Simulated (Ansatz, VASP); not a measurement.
**One calculation of SnO, two programs**

The input INCAR:

```
SYSTEM = SnO
PREC = Accurate ; ENCUT = 600
EDIFF = 1E-6 ; ISMEAR = 0
SIGMA = 0.1 ; LREAL = .FALSE.
LASPH = .TRUE. ; NELM = 80
ALGO = Normal ; ISIF = 3
LWAVE = .FALSE. ; LCHARG = .FALSE.
GGA = PE ; IBRION = 2
NSW = 100 ; EDIFFG = -0.01
```

The input KPOINTS:

```
Automatic mesh
0
G
  18 18 18
  0 0 0
```

File POSCAR:

```
SnO
1.0
    3.1313673369      0.0000000000      0.0000000000
    0.0000000000      3.1313673369      0.0000000000
    0.0000000000      0.0000000000      3.1313673369
Sn O
1 1
Direct
    0.0000000000      0.0000000000      0.0000000000
    0.5000000000      0.5000000000      0.5000000000
```

Input for Ansatz:

```yaml
crystal:
  lattice:
    - [3.1313673369, 0.0, 0.0]
    - [0.0, 3.1313673369, 0.0]
    - [0.0, 0.0, 3.1313673369]
  atoms:
    - { symbol: Sn, position: [0.0, 0.0, 0.0] }
    - { symbol: O, position: [0.5, 0.5, 0.5] }
basis:
  ecutwfc: 420
kpoints:
  mp_grid: { grid: [18, 18, 18] }
hamiltonian:
  xc: pbe
scf:
  occupations: { method: gaussian, width: 0.1 }
output:
  forces: true
  stress: true
  eigenvalues: true
relax:
  adjacent_minimum: "off"
  f_tol: 0.01
  max_steps: 80
  cell: { stress_tol: 0.05 }
```

Change from the starting cell: species swapped into the GaIr type (Pm-3m, No. 221).

Alike in both runs: task relaxation of cell and atoms; functional PBE; k mesh 18 × 18 × 18; occupations gaussian, width 0.1 eV; no spin polarisation.

|  | VASP | Ansatz |
| --- | --- | --- |
| version | VASP 6.6.1 | Ansatz 0.2.0 |
| potentials or method | VASP PAW PBE potentials, release 64 (Sn_d, O), cutoff 600 eV | scalar-relativistic, plane waves, PAW |
| valence electrons in the cell | 20 | 20 |

|  | VASP | Ansatz | Ansatz less VASP |
| --- | --- | --- | --- |
| gap on the k mesh at the Fermi level, each at its own relaxed structure (eV) | none | none | - |
| relaxed volume (Å³/atom) | 15.35 | 15.36 | +0.008 |
| relaxed cell length with the largest relative difference (Å) | 3.131 | 3.132 | +0.0006 |

A gap of «none» marks a metal or a gap that the smearing closes.

Noted on VASP's run: the relaxation stopped at its first step, so nothing moved.
